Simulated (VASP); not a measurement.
# HfN (F-43m) in VASP: notebook

Runs on HfN. Level: PBEsol+U. Tasks: single point.

Program: VASP 6.6.1. These are calculated values, not measurements. Logs are shortened: lines on timing, memory, paths and dates and some standing lists are left out, and cuts for length are marked.

## 1. The cell of the first run

Symmetry: F-43m, No. 216, cubic system. The conventional cell has a = 4.910 Å, b = 4.910 Å, c = 4.910 Å, α = 90.00°, β = 90.00°, γ = 90.00°. Hf (site symmetry -43m) has 4 N at 2.13 Å within 2.8 Å. N (site symmetry -43m) has 4 Hf at 2.13 Å within 2.8 Å.

## 2. Single point, PBEsol+U

File INCAR:

```
SYSTEM = HfN
PREC = Accurate
ENCUT = 520
EDIFF = 1E-7
ISMEAR = -1
SIGMA = 0.05
LREAL = .False.
LASPH = .True.
NELM = 150
ALGO = Normal
ISIF = 2
LWAVE = .False.
LCHARG = .False.
LMAXMIX = 4
LDAU = .True.
LDAUTYPE = 2
LDAUL = 2 -1
LDAUU = 2 0
LDAUJ = 0 0
LDAUPRINT = 1
GGA = PS
NBANDS = 14
```

File KPOINTS:

```
Automatic mesh
0
Gamma
  9 9 9
  0 0 0
```

File POSCAR:

```
HfN
1.0
    0.0000000000      2.4548220000      2.4548220000
    2.4548220000      0.0000000000      2.4548220000
    2.4548220000      2.4548220000      0.0000000000
Hf N
1 1
Direct
    0.0000000000      0.0000000000      0.0000000000
    0.2500000000      0.2500000000      0.2500000000
```

Potentials or basis: VASP PAW PBE potentials, release 64 (Hf_pv, N).

Command:

```bash
cat potpaw_PBE.64/Hf_pv/POTCAR potpaw_PBE.64/N/POTCAR > POTCAR
mpirun -np 1 vasp_std > vasp.out
```

OUTCAR:

```text
SYSTEM = HfN
   PREC = Accurate
   ENCUT = 520
   EDIFF = 1E-7
   ISMEAR = -1
   LREAL = .False.
   LASPH = .True.
   NELM = 150
   ISIF = 2
   GGA = PS

 ion  position               nearest neighbor table
   1  0.000  0.000  0.000-   2 2.13   2 2.13   2 2.13   2 2.13
   2  0.250  0.250  0.250-   1 2.13   1 2.13   1 2.13   1 2.13

  LATTYP: Found a face centered cubic cell.
 ALAT       =     4.9096440000

  Lattice vectors:

 A1 = (   0.0000000000,   2.4548220000,   2.4548220000)
 A2 = (   2.4548220000,   0.0000000000,   2.4548220000)
 A3 = (   2.4548220000,   2.4548220000,   0.0000000000)

Analysis of symmetry for initial positions (statically):
=====================================================================
 Subroutine PRICEL returns:
 Original cell was already a primitive cell.

 Routine SETGRP: Setting up the symmetry group for a
 face centered cubic supercell.

 Subroutine GETGRP returns: Found 24 space group operations
 (whereof 24 operations were pure point group operations)
 out of a pool of 48 trial point group operations.

The static configuration has the point symmetry T_d .

Analysis of symmetry for dynamics (positions and initial velocities):
=====================================================================
 Subroutine PRICEL returns:
 Original cell was already a primitive cell.

 Routine SETGRP: Setting up the symmetry group for a
 face centered cubic supercell.

 Subroutine GETGRP returns: Found 24 space group operations
 (whereof 24 operations were pure point group operations)
 out of a pool of 48 trial point group operations.

The dynamic configuration has the point symmetry T_d .

 Subroutine INISYM returns: Found 24 space group operations
 (whereof 24 operations are pure point group operations),
 and found     1 'primitive' translations

----------------------------------------------------------------------------------------

                                     Primitive cell

  volume of cell :      29.5863
[... 147 lines left out ...]
 -0.0000 -0.0000  0.0841 -0.0000 -0.0000
  0.0000  0.0000 -0.0000  0.2156  0.0000
  0.0000  0.0000 -0.0000  0.0000  0.0841

 occupancies and eigenvectors

  o =  0.0841  v =  0.0000 -0.0000  0.2339 -0.0000  0.9723  0.0000  0.0000  0.0000  0.0000  0.0000      0.0000  0.0000  0.0000  0.0000  0.0000  0.0000  0.0000  0.0000  0.0000  0.0000
  o =  0.0841  v =  0.0000  0.0000  0.0000  0.0000  0.0000  0.0000 -0.0000  0.2339 -0.0000  0.9723      0.0000  0.0000  0.0000  0.0000  0.0000  0.0000  0.0000  0.0000  0.0000  0.0000
  o =  0.0841  v =  0.0000 -0.0000  0.9723  0.0000 -0.2339  0.0000  0.0000  0.0000  0.0000  0.0000      0.0000  0.0000  0.0000  0.0000  0.0000  0.0000  0.0000  0.0000  0.0000  0.0000
  o =  0.0841  v =  0.0000  0.0000  0.0000  0.0000  0.0000  0.0000 -0.0000  0.9723  0.0000 -0.2339      0.0000  0.0000  0.0000  0.0000  0.0000  0.0000  0.0000  0.0000  0.0000  0.0000
  o =  0.2156  v =  0.0000  0.0000  0.0000  0.0000  0.0000  0.0000  0.0059 -0.0000  1.0000  0.0000      0.0000  0.0000  0.0000  0.0000  0.0000  0.0000  0.0000  0.0000  0.0000  0.0000
  o =  0.2156  v =  0.0000  0.0059 -0.0000  1.0000  0.0000  0.0000  0.0000  0.0000  0.0000  0.0000      0.0000  0.0000  0.0000  0.0000  0.0000  0.0000  0.0000  0.0000  0.0000  0.0000
  o =  0.2156  v =  1.0000  0.0000  0.0000  0.0000  0.0000  0.0000  0.0000  0.0000  0.0000  0.0000      0.0000  0.0000  0.0000  0.0000  0.0000  0.0000  0.0000  0.0000  0.0000  0.0000
  o =  0.2156  v =  0.0000  0.0000  0.0000  0.0000  0.0000  1.0000  0.0000  0.0000  0.0000  0.0000      0.0000  0.0000  0.0000  0.0000  0.0000  0.0000  0.0000  0.0000  0.0000  0.0000
  o =  0.2156  v =  0.0000  0.0000  0.0000  0.0000  0.0000  0.0000  1.0000  0.0000 -0.0059  0.0000      0.0000  0.0000  0.0000  0.0000  0.0000  0.0000  0.0000  0.0000  0.0000  0.0000
  o =  0.2156  v =  0.0000  1.0000  0.0000 -0.0059  0.0000  0.0000  0.0000  0.0000  0.0000  0.0000      0.0000  0.0000  0.0000  0.0000  0.0000  0.0000  0.0000  0.0000  0.0000  0.0000

 number of electron      15.0000001 magnetization

 Free energy of the ion-electron system (eV)
  ---------------------------------------------------
  ext. energy  EPLUGINS =         0.00000000
  ---------------------------------------------------
  free energy    TOTEN  =       -20.90481881 eV

  energy without entropy =      -20.89815495  energy(sigma->0) =      -20.90148688

 E-fermi :   5.8057     XC(G=0): -11.4073

 val. band max:        5.7941307556   @ k =  -0.2222   0.3333   0.1111
 cond. band min:       6.0393859811   @ k =   0.2222   0.2222   0.0000
 fundamental gap:      0.2452552255
 Fermi energy:         5.8057435177

 k-point     1 :       0.0000    0.0000    0.0000
  band No.  band energies     occupation
      1     -25.6462      2.00000
      2     -25.6462      2.00000
      3     -25.6462      2.00000
      4     -10.3919      2.00000
      5       0.3999      2.00000
      6       0.3999      2.00000
      7       0.3999      2.00000
      8       4.9026      2.00000
      9       8.3864      0.00000
     10       8.3864      0.00000
     11      12.4229      0.00000
     12      12.4229      0.00000
     13      12.4229      0.00000
     14      17.6495      0.00000
[... 377 lines left out ...]
      1     -26.0911      2.00000
      2     -25.7982      2.00000
      3     -25.7982      2.00000
      4      -8.8940      2.00000
      5      -1.1303      2.00000
      6       2.0842      2.00000
      7       2.0842      2.00000
      8       4.6377      2.00000
      9       8.2392      0.00000
     10      10.1693      0.00000
     11      10.7076      0.00000
     12      10.7076      0.00000
     13      14.6320      0.00000
     14      17.4347      0.00000

 [... further k-points ...]
[... 5 lines left out ...]
  --------------------------------------------------------------------------------------
  -------------------------------------------------------------------------------------
  Total       -0.0111267     -0.0111267     -0.0111267      0.0000000      0.0000000      0.0000000
  in kB       -0.6025390     -0.6025390     -0.6025390      0.0000000      0.0000000      0.0000000
  external PRESSURE =      -0.6025390 kB  Pullay stress =       0.0000000 kB

 VOLUME and BASIS-vectors are now :
 -----------------------------------------------------------------------------
  energy-cutoff  :      520.00
  volume of cell :       29.59
      direct lattice vectors                 reciprocal lattice vectors
     0.000000000  2.454822000  2.454822000    -0.203680756  0.203680756  0.203680756
     2.454822000  0.000000000  2.454822000     0.203680756 -0.203680756  0.203680756
     2.454822000  2.454822000  0.000000000     0.203680756  0.203680756 -0.203680756

 POSITION                                       TOTAL-FORCE (eV/Angst)
 -----------------------------------------------------------------------------------
      0.00000      0.00000      0.00000         0.000000      0.000000      0.000000
      1.22741      1.22741      1.22741        -0.000000     -0.000000     -0.000000
 -----------------------------------------------------------------------------------
    total drift:                               -0.000000     -0.000000     -0.000000

  FREE ENERGIE OF THE ION-ELECTRON SYSTEM (eV)
  ---------------------------------------------------
  free  energy   TOTEN  =       -20.9048188102 eV

  energy  without entropy=      -20.8981549476  energy(sigma->0) =      -20.90148688
```

OSZICAR:

```text
N       E                     dE             d eps       ncg     rms          rms(c)
DAV:   1     0.422606807699E+02    0.42261E+02   -0.76189E+03   980   0.970E+02
DAV:   2    -0.218870855745E+02   -0.64148E+02   -0.59889E+02  1352   0.232E+02
DAV:   3    -0.244796499069E+02   -0.25926E+01   -0.25788E+01  1112   0.381E+01
DAV:   4    -0.244952797872E+02   -0.15630E-01   -0.15626E-01  1196   0.355E+00
DAV:   5    -0.244954452190E+02   -0.16543E-03   -0.16543E-03  1130   0.317E-01    0.575E+01
DAV:   6    -0.210468494961E+02    0.34486E+01   -0.12920E+01  1088   0.245E+01    0.416E+01
DAV:   7    -0.209299525467E+02    0.11690E+00   -0.73887E-01  1046   0.747E+00    0.260E+01
DAV:   8    -0.209151053838E+02    0.14847E-01   -0.12896E-01  1226   0.308E+00    0.678E+00
DAV:   9    -0.209050624832E+02    0.10043E-01   -0.28144E-02  1082   0.124E+00    0.201E+00
DAV:  10    -0.209048728231E+02    0.18966E-03   -0.22544E-03  1202   0.421E-01    0.387E-01
DAV:  11    -0.209048232086E+02    0.49614E-04   -0.17383E-04  1058   0.123E-01    0.133E-01
DAV:  12    -0.209048189634E+02    0.42452E-05   -0.23177E-05  1334   0.375E-02    0.985E-03
DAV:  13    -0.209048188617E+02    0.10171E-06   -0.66842E-07  1064   0.782E-03    0.832E-03
DAV:  14    -0.209048188102E+02    0.51459E-07   -0.37078E-08   730   0.165E-03
   1 F= -.20904819E+02 E0= -.20901487E+02  d E =-.666386E-02
```

stdout:

```text
POSCAR found type information on POSCAR HfN
 POSCAR found :  2 types and       2 ions
 scaLAPACK will be used
 -----------------------------------------------------------------------------
|                                                                             |
|                                                                             |
|     You enforced a specific xc type in the INCAR file but a different       |
|     I HOPE YOU KNOW WHAT YOU ARE DOING!                                     |
|                                                                             |
 -----------------------------------------------------------------------------

 LDA part: xc-table for (Slater+PW92), standard interpolation
 POSCAR, INCAR and KPOINTS ok, starting setup
 FFT: planning ... GRIDC
 FFT: planning ... GRID_SOFT
 FFT: planning ... GRID
 WAVECAR not read
 entering main loop
```

Run time: 31 s. Hardware: 1 thread of Intel Xeon 8259CL, shared host; peak memory 0.16 GiB.

Results:

```yaml
Free_energy: -20.9048 eV
Pressure: -0.1 GPa
```

Levels at points of the mesh, in eV from the Fermi level:
```csv
k point,band 5,band 6,band 7,band 8,band 9,band 10,band 11,band 12
"(0.00, 0.00, 0.00)",-5.41,-5.41,-5.41,-0.90,2.58,2.58,6.62,6.62
```

Eigenvalues of the final occupation matrices:
```csv
site,spin,trace,eigenvalues
site 1 d,1,0.81,0.08 0.08 0.22 0.22 0.22
site 1 d,2,0.81,0.08 0.08 0.22 0.22 0.22
```

Caveat: the PAW data sets were made with another functional, which shifts forces and pressure a little; spin-orbit coupling is left out, which moves the levels of the heavy elements; U without spin polarisation on a metal has little footing.

## 3. Single point, PBEsol+U

File INCAR:

```
SYSTEM = HfN
ALGO     = Normal         ! electronic algorithm
EDIFF    = 1E-6           ! SCF threshold, eV
ENCUT    = 520            ! plane-wave cutoff, eV
GGA      = PS             ! functional
ISIF     = 2              ! what is computed and relaxed
ISMEAR   = -1             ! smearing method
LASPH    = .True.         ! aspherical terms in the spheres
LCHARG   = .False.        ! write CHGCAR
LDAU     = .True.         ! DFT+U
LDAUJ    = 0 0          
LDAUL    = 2 -1           ! shell
LDAUPRINT= 1            
LDAUTYPE = 2            
LDAUU    = 3 0            ! U, eV
LMAXMIX  = 4              ! l up to which the mixer works
LREAL    = .False.        ! projectors in reciprocal space
LWAVE    = .False.        ! write WAVECAR
NBANDS   = 14             ! bands
NELM     = 150            ! most SCF steps
PREC     = Accurate       ! precision mode
SIGMA    = 0.05           ! smearing width, eV
```

File KPOINTS:

```
k-points
0
Gamma
  9 9 9
  0 0 0
```

POSCAR is that of step 2.

Potentials or basis: VASP PAW PBE potentials, release 64 (Hf_pv, N).

Command:

```bash
cat potpaw_PBE.64/Hf_pv/POTCAR potpaw_PBE.64/N/POTCAR > POTCAR
mpirun -np 1 vasp_std > vasp.out
```

It took 29 s on 1 thread of Intel Xeon 8259CL, shared host; peak memory 0.16 GiB.

The run converged. Its results:

```
Free energy : -20.2503 eV
Pressure    : 2.9 GPa
```

Levels at points of the mesh, in eV from the Fermi level:
```
           k point  band 6  band 7  band 8  band 9  band 10  band 11
(0.00, 0.00, 0.00)   -5.40   -5.40   -1.01    2.76     2.76     6.62
```

Eigenvalues of the final occupation matrices:
```tsv
site	spin	trace	eigenvalues
site 1 d	1	0.79	0.08 0.08 0.21 0.21 0.21
site 1 d	2	0.79	0.08 0.08 0.21 0.21 0.21
```

Caveat: the PAW data sets were made with another functional, which shifts forces and pressure a little; spin-orbit coupling is left out, which moves the levels of the heavy elements; U without spin polarisation on a metal has little footing.

## 4. Single point, PBEsol+U

File INCAR:

```
SYSTEM = HfN
PREC = Accurate
ENCUT = 520
EDIFF = 1E-7
ISMEAR = -1
SIGMA = 0.05
LREAL = .FALSE.
LASPH = .TRUE.
NELM = 150
ALGO = Normal
ISIF = 2
LWAVE = .FALSE.
LCHARG = .FALSE.
LMAXMIX = 4
LDAU = .TRUE.
LDAUTYPE = 2
LDAUL = 2 -1
LDAUU = 5 0
LDAUJ = 0 0
LDAUPRINT = 1
GGA = PS
NBANDS = 14
```

File KPOINTS:

```
regular mesh
0
G
  9 9 9
  0 0 0
```

POSCAR is that of step 3.

Command:

```bash
cat potpaw_PBE.64/Hf_pv/POTCAR potpaw_PBE.64/N/POTCAR > POTCAR
mpirun -np 1 vasp_std > vasp.out
```

Wall time 31 s (1 thread of Intel Xeon 8259CL, shared host); peak memory 0.16 GiB.

It converged, with:

* Free energy: -18.9823 eV
* Pressure: 8.9 GPa

Levels at points of the mesh, in eV from the Fermi level:
```tsv
k point	band 5	band 6	band 7	band 8	band 9	band 10	band 11	band 12
(0.00, 0.00, 0.00)	-5.40	-5.40	-5.40	-1.24	3.11	3.11	6.61	6.61
```

Eigenvalues of the final occupation matrices:
```
    site  spin  trace               eigenvalues
site 1 d     1   0.76  0.07 0.07 0.20 0.20 0.20
site 1 d     2   0.76  0.07 0.07 0.20 0.20 0.20
```

Caveat: the PAW data sets were made with another functional, which shifts forces and pressure a little; spin-orbit coupling is left out, which moves the levels of the heavy elements; U without spin polarisation on a metal has little footing.

[end of part 1 of 2]
